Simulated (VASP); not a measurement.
# InSe (R3m) in VASP: a series of runs

The runs below take InSe through electric field gradients, with PBEsol.

All numbers are computed with VASP 6.6.1; they aren't measurements. Logs are shortened: lines on timing, memory, paths and dates and some standing lists are left out, and cuts for length are marked.

**1. The cell of the first run**

The structure is trigonal, space group R3m (No. 160). Conventional cell: a = 3.918 Å, b = 3.918 Å, c = 24.441 Å, α = 90.00°, β = 90.00°, γ = 120.00°. Within 3.4 Å of In (site symmetry 3m) lie 3 Se at 2.58 Å and 1 In at 2.74 Å. Within 3.4 Å of In (site symmetry 3m) lie 3 Se at 2.58 Å and 1 In at 2.74 Å. Se (site symmetry 3m) has 3 In at 2.58 Å within 3.4 Å. Se (site symmetry 3m) has 3 In at 2.58 Å within 3.4 Å.

**2. Electric field gradients, PBEsol (27.08 Å³/atom)**

The input, INCAR:

```
ALGO = Normal
EDIFF = 1E-8
ENCUT = 520
GGA = PS
ISIF = 2
ISMEAR = -1
LASPH = T
LCHARG = F
LEFG = T
LREAL = F
LWAVE = F
NBANDS = 27
NELM = 100
PREC = Accurate
SIGMA = 0.01
```

The input, KPOINTS:

```
k-points
0
Gamma
  7 7 7
```

The input, POSCAR:

```
InSe
1.0
    1.9591718749      1.1311284094      8.1468944028
   -1.9591718749      1.1311284094      8.1468944028
    0.0000000000     -2.2622568187      8.1468944028
In Se
2 2
Direct
    0.0000000000      0.0000000000      0.0000000000
    0.1122000000      0.1122000000      0.1122000000
    0.6155000000      0.6155000000      0.6155000000
    0.8300000000      0.8300000000      0.8300000000
```

Potentials or basis: VASP PAW PBE potentials, release 64 (In_d, Se).

On the command line:

```
$ cat potpaw_PBE.64/In_d/POTCAR potpaw_PBE.64/Se/POTCAR > POTCAR
$ mpirun -np 1 vasp_std > vasp.out
```

OUTCAR:

```text
EDIFF = 1E-8
   ENCUT = 520
   GGA = PS
   ISIF = 2
   ISMEAR = -1
   LASPH = T
   LREAL = F
   NELM = 100
   PREC = Accurate

 ion  position               nearest neighbor table
   1  0.000  0.000  0.000-   3 2.58   3 2.58   3 2.58   2 2.74
   2  0.112  0.112  0.112-   4 2.58   4 2.58   4 2.58   1 2.74
   3  0.615  0.615  0.615-   1 2.58   1 2.58   1 2.58
   4  0.830  0.830  0.830-   2 2.58   2 2.58   2 2.58

  LATTYP: Found a trigonal (rhomboedric) cell.
 ALAT       =     8.4551578533
 COS(alpha) =     0.8926179648

  Lattice vectors:

 A1 = (   1.9591718749,   1.1311284094,   8.1468944028)
 A2 = (  -1.9591718749,   1.1311284094,   8.1468944028)
 A3 = (   0.0000000000,  -2.2622568187,   8.1468944028)

Analysis of symmetry for initial positions (statically):
=====================================================================
 Subroutine PRICEL returns:
 Original cell was already a primitive cell.

 Routine SETGRP: Setting up the symmetry group for a
 trigonal (rhombohedral) supercell.

 Subroutine GETGRP returns: Found  6 space group operations
 (whereof  6 operations were pure point group operations)
 out of a pool of 12 trial point group operations.

The static configuration has the point symmetry C_3v.

Analysis of symmetry for dynamics (positions and initial velocities):
=====================================================================
 Subroutine PRICEL returns:
 Original cell was already a primitive cell.

 Routine SETGRP: Setting up the symmetry group for a
 trigonal (rhombohedral) supercell.

 Subroutine GETGRP returns: Found  6 space group operations
 (whereof  6 operations were pure point group operations)
 out of a pool of 12 trial point group operations.

The dynamic configuration has the point symmetry C_3v.

 Subroutine INISYM returns: Found  6 space group operations
 (whereof  6 operations are pure point group operations),
 and found     1 'primitive' translations

----------------------------------------------------------------------------------------

                                     Primitive cell

  volume of cell :     108.3248

  direct lattice vectors                    reciprocal lattice vectors
     1.959171875  1.131128409  8.146894403     0.255209870  0.147345487  0.040915387
    -1.959171875  1.131128409  8.146894403    -0.255209870  0.147345487  0.040915387
     0.000000000 -2.262256819  8.146894403     0.000000000 -0.294690975  0.040915387

  length of vectors
     8.455157853  8.455157853  8.455157853     0.297517797  0.297517797  0.297517797

  position of ions in fractional coordinates (direct lattice)
     0.000000000  0.000000000  0.000000000
     0.112200000  0.112200000  0.112200000
     0.615500000  0.615500000  0.615500000
     0.830000000  0.830000000  0.830000000

  ion indices of the primitive-cell ions
   primitive index   ion index
                 1           1
                 2           2
                 3           3
                 4           4

----------------------------------------------------------------------------------------

 KPOINTS: k-points

Automatic generation of k-mesh.
 Grid dimensions read from file:
 generate k-points for:    7    7    7

 Generating k-lattice:

  Cartesian coordinates                     Fractional coordinates (reciprocal lattice)
     0.036458553  0.021049355  0.005845055     0.142857143 -0.000000000  0.000000000
    -0.036458553  0.021049355  0.005845055    -0.000000000  0.142857143  0.000000000
     0.000000000 -0.042098711  0.005845055     0.000000000  0.000000000  0.142857143

  Length of vectors
     0.042502542  0.042502542  0.042502542

  Shift w.r.t. Gamma in fractional coordinates (k-lattice)
     0.000000000  0.000000000  0.000000000

 Subroutine IBZKPT returns following result:
 ===========================================

 Found     44 irreducible k-points:

 Following reciprocal coordinates:
            Coordinates               Weight
  0.000000  0.000000  0.000000      1.000000
  0.142857 -0.000000 -0.000000      6.000000
  0.285714  0.000000 -0.000000      6.000000
  0.428571  0.000000  0.000000      6.000000
  0.142857  0.142857 -0.000000      6.000000
  0.285714  0.142857  0.000000     12.000000
[... 16 lines left out ...]
  0.285714  0.285714  0.142857      6.000000
  0.428571  0.285714  0.142857     12.000000
 [... further k-points ...]
   k-points           NKPTS =     44   k-points in BZ     NKDIM =     44   number of bands    NBANDS=     27
   number of dos      NEDOS =    301   number of ions     NIONS =      4
   total plane-waves  NPLWV = 262144
   dimension x,y,z NGX =    64 NGY =   64 NGZ =   64
   dimension x,y,z NGXF=   128 NGYF=  128 NGZF=  128
   ions per type =               2   2
   NGX,Y,Z   is equivalent  to a cutoff of  12.58, 12.58, 12.58 a.u.
   NGXF,Y,Z  is equivalent  to a cutoff of  25.17, 25.17, 25.17 a.u.
 SYSTEM =  unknown system
   PREC   = accura    normal or accurate (medium, high low for compatibility)
   ISTART =      0    job   : 0-new  1-cont  2-samecut
   ICHARG =      2    charge: 1-file 2-atom 10-const
   ISPIN  =      1    spin polarized calculation?
   LNONCOLLINEAR =      F non collinear calculations
   LSORBIT =      F    spin-orbit coupling
   LASPH  =      T    aspherical Exc in radial PAW
   ENCUT  =  520.0 eV  38.22 Ry    6.18 a.u.  15.72 15.72 15.72*2*pi/ulx,y,z
   NELM   =    100;   NELMIN=  2; NELMDL= -5     # of ELM steps
   EDIFF  = 0.1E-07   stopping-criterion for ELM
   LREAL  =      F    real-space projection
   EDIFFG = 0.1E-06   stopping-criterion for IOM
   NSW    =      0    number of steps for IOM
   IBRION =     -1    ionic relax: 0-MD 1-quasi-New 2-CG
   NFREE  =      0    steps in history (QN), initial steepest desc. (CG)
   ISIF   =      2    stress and relaxation
   ISYM   =      2    0-nonsym 1-usesym 2-fastsym
   POTIM  = 0.5000    time-step for ionic-motion
   TEBEG  =    0.0;   TEEND  =   0.0 temperature during run
   PSTRESS=    0.0 pullay stress
   NELECT =      38.0000    total number of electrons
   NUPDOWN=      -1.0000    fix difference up-down
   EMIN   =  10.00;   EMAX   =-10.00  energy-range for DOS
   EFERMI =   0.00;   METHOD = LEGACY
   ISMEAR =    -1;   SIGMA  =   0.01  broadening in eV -4-tet -1-fermi 0-gaus
   EFERMI_NEDOS =   21; number of points for ismear=-14 and -15
   IALGO  =     38    algorithm
   IMIX   =      4    mixing-type and parameters
     AMIX     =   0.40;   BMIX     =  1.00
     AMIX_MAG =   1.60;   BMIX_MAG =  1.00
  volume/ion in A,a.u.               =      27.08       182.75
  Fermi-wavevector in a.u.,A,eV,Ry     =   1.154587  2.181854 18.137543  1.333072
  Thomas-Fermi vector in A             =   2.291223
   LORBIT       =      0    0 simple, 1 ext, 2 COOP (PROOUT), +10 PAW based schemes
   GGA     = PS    functional components
   LHFCALC =     F    Hartree Fock is set to
   AEXX    =    0.0000 exact exchange contribution
   IVDW    =     0    specifies the selected vdW correction
   LEPSILON=     F    determine dielectric tensor
   LRPA    =     F    only Hartree local field effects (RPA)
 non-spin polarized calculation
  energy-cutoff  :      520.00
  volume of cell :      108.32
 maximum number of plane-waves:      2947
   NGX = 31   NGY = 31   NGZ = 31

 number of electron      37.9999998 magnetization

 Free energy of the ion-electron system (eV)
  ---------------------------------------------------
  ext. energy  EPLUGINS =         0.00000000
  ---------------------------------------------------
  free energy    TOTEN  =       -15.50028407 eV

  energy without entropy =      -15.50028407  energy(sigma->0) =      -15.50028407

 E-fermi :   4.8738     XC(G=0):  -9.4600

 val. band max:        4.6361496804   @ k =  -0.4286   0.4286   0.4286
 cond. band min:       5.4492958364   @ k =   0.4286   0.4286   0.4286
 fundamental gap:      0.8131461559
 Fermi energy:         4.8737530486

 k-point     1 :       0.0000    0.0000    0.0000
  band No.  band energies     occupation
      1     -10.1529      2.00000
      2      -9.9322      2.00000
      3      -9.9322      2.00000
      4      -9.8370      2.00000
      5      -9.8370      2.00000
      6      -9.8136      2.00000
[... 709 lines left out ...]
     26      11.2633      0.00000
     27      11.9967      0.00000

 [... further k-points ...]

------------------------ aborting loop because EDIFF is reached ----------------------------------------

  FORCE on cell =-STRESS in cart. coord.  units (eV):
  Direction    XX          YY          ZZ          XY          YZ          ZX
  --------------------------------------------------------------------------------------
  -------------------------------------------------------------------------------------
  Total        2.9659271      2.9659271      2.3627581      0.0000000      0.0000000      0.0000000
  in kB       43.8675395     43.8675395     34.9463686      0.0000000      0.0000000      0.0000000
  external PRESSURE =      40.8938159 kB  Pullay stress =       0.0000000 kB

 VOLUME and BASIS-vectors are now :
 -----------------------------------------------------------------------------
  energy-cutoff  :      520.00
  volume of cell :      108.32
      direct lattice vectors                 reciprocal lattice vectors
     1.959171875  1.131128409  8.146894403     0.255209870  0.147345487  0.040915387
    -1.959171875  1.131128409  8.146894403    -0.255209870  0.147345487  0.040915387
     0.000000000 -2.262256819  8.146894403     0.000000000 -0.294690975  0.040915387

 POSITION                                       TOTAL-FORCE (eV/Angst)
 -----------------------------------------------------------------------------------
      0.00000      0.00000      0.00000         0.000000      0.000000      0.430819
      0.00000      0.00000      2.74224         0.000000     -0.000000     -0.425125
      0.00000      0.00000     15.04324         0.000000     -0.000000     -0.530673
      0.00000      0.00000     20.28577         0.000000      0.000000      0.524979
 -----------------------------------------------------------------------------------
    total drift:                                0.000000     -0.000000      0.000049

  FREE ENERGIE OF THE ION-ELECTRON SYSTEM (eV)
  ---------------------------------------------------
  free  energy   TOTEN  =       -15.5002840666 eV

  energy  without entropy=      -15.5002840666  energy(sigma->0) =      -15.50028407

 Electric field gradients (V/A^2)
---------------------------------------------------------------------
 ion       V_xx      V_yy      V_zz      V_xy      V_xz      V_yz
---------------------------------------------------------------------
   1      55.542    55.542  -111.084    -0.000    -0.000    -0.000
   2      55.605    55.605  -111.210    -0.000     0.000    -0.000
   3      29.072    29.072   -58.143     0.000    -0.000    -0.000
   4      31.436    31.436   -62.872    -0.000    -0.000    -0.000
---------------------------------------------------------------------

 Electric field gradients after diagonalization (V/A^2)
 (convention: |V_zz| > |V_xx| > |V_yy|)
----------------------------------------------------------------------
 ion       V_xx      V_yy      V_zz     asymmetry (V_yy - V_xx)/ V_zz
----------------------------------------------------------------------
   1      55.542    55.542  -111.084       0.000
   2      55.605    55.605  -111.210       0.000
   3      29.072    29.072   -58.143       0.000
   4      31.436    31.436   -62.872       0.000
----------------------------------------------------------------------

           NMR quadrupolar parameters

 Cq : quadrupolar parameter    Cq=e*Q*V_zz/h
 eta: asymmetry parameters     (V_yy - V_xx)/ V_zz
 Q  : nuclear electric quadrupole moment in mb (millibarn)
----------------------------------------------------------------------
 ion       Cq(MHz)       eta       Q (mb)
----------------------------------------------------------------------
   1      -0.269       0.000       1.000
   2      -0.269       0.000       1.000
   3      -0.141       0.000       1.000
   4      -0.152       0.000       1.000
----------------------------------------------------------------------
```

Run time: 5.8 min. Hardware: 1 thread of Intel Xeon 6975P-C (Granite Rapids), shared host; peak memory 0.58 GiB.

Results:

| Item | Value |
| --- | --- |
| Free energy | -15.5003 eV |
| Pressure | 4.1 GPa |
| Largest force | 0.531 eV/Å |
| Band gap on the k mesh | 0.81 eV (least direct gap 0.82 eV) |
| Largest electric field gradient by atom | In -111.1, -111.2; Se -58.1, -62.9 V/Å² |

Forces in eV/Å, atoms in the order of the input:
```
In   0.000  0.000  0.431
In   0.000  0.000 -0.425
Se   0.000  0.000 -0.531
Se   0.000  0.000  0.525
```

Stress tensor (GPa, compression positive):
```
4.39 0.00 0.00
0.00 4.39 0.00
0.00 0.00 3.49
```

Levels at points of the mesh, in eV from the valence-band top:
```csv
k point,band 15,band 16,band 17,band 18,band 19,band 20,band 21,band 22,band 23,band 24
"(0.00, 0.00, 0.00)",-1.63,-1.28,-1.28,-1.13,-1.13,2.01,2.27,4.54,4.54,5.30
```

Electric field gradients, principal values (V/Å²):
```
atom   least  middle  greatest (by size)
1 In  55.542  55.542            -111.084
2 In  55.605  55.605            -111.210
3 Se  29.072  29.072             -58.143
4 Se  31.436  31.436             -62.872
```

Caveat: the cell stands under pressure; without QUAD_EFG the Cq values of the log hold for a quadrupole moment of 1 mb, not for the nuclei; the PAW data sets were made with another functional, which shifts forces and pressure a little; spin-orbit coupling is left out, which moves the levels of the heavy elements; an odd mesh through Γ misses points on the zone boundary, where band edges can lie.

[end of part 1 of 2]
